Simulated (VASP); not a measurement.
Wanted: the native input for a VASP 6.6.1 run.

| Quantity | Value |
| --- | --- |
| Task | single point |
| Functional | PBE |
| Potentials or basis | VASP PAW PBE potentials, release 64 (Ga_d, Se) |
| Cutoff | 520 eV |
| k mesh | 10 × 10 × 10 |
| Occupations | gaussian, width 0.1 eV |
| Spin | no spin polarisation |
| Dipole correction | no |
| Further INCAR settings | ALGO = Normal; EDIFF = 1e-06; NBANDS = 30 |

The structure of Ga3Se lies in POSCAR:

```
Ga3Se
1.0
    4.4563559863      0.0000000000      0.0000000000
    0.0000000000      4.4563559863      0.0000000000
    0.0000000000      0.0000000000      4.4563559863
Ga Se
3 1
Direct
    0.0000000000      0.5000000000      0.5000000000
    0.5000000000      0.0000000000      0.5000000000
    0.5000000000      0.5000000000      0.0000000000
    0.0000000000      0.0000000000      0.0000000000
```

This cell differs from its parent crystal: strained.

The input as run:

INCAR

```
SYSTEM = Ga3Se
ALGO     = Normal         ! electronic algorithm
EDIFF    = 1E-6           ! SCF threshold, eV
ENCUT    = 520            ! plane-wave cutoff, eV
GGA      = PE             ! functional
ISIF     = 2              ! what is computed and relaxed
ISMEAR   = 0              ! smearing method
LASPH    = .True.         ! aspherical terms in the spheres
LCHARG   = .False.        ! write CHGCAR
LREAL    = .False.        ! projectors in reciprocal space
LWAVE    = .False.        ! write WAVECAR
NBANDS   = 30             ! bands
NELM     = 60             ! most SCF steps
PREC     = Accurate       ! precision mode
SIGMA    = 0.1            ! smearing width, eV
```

KPOINTS

```
k-points
0
Gamma
  10 10 10
  0 0 0
```

Potentials or basis: VASP PAW PBE potentials, release 64 (Ga_d, Se).

Command:

```console
$ cat potpaw_PBE.64/Ga_d/POTCAR potpaw_PBE.64/Se/POTCAR > POTCAR
$ mpirun -np 1 vasp_std > vasp.out
```

It gave:

| Quantity | Value |
| --- | --- |
| Pressure | -1.1 GPa |

Caveat: the cell differs from its parent crystal (strained).

It took 66 s on 1 thread of AMD EPYC 9R45 96-Core Processor (Zen 5), with other jobs on the host, peak memory 0.25 GiB.
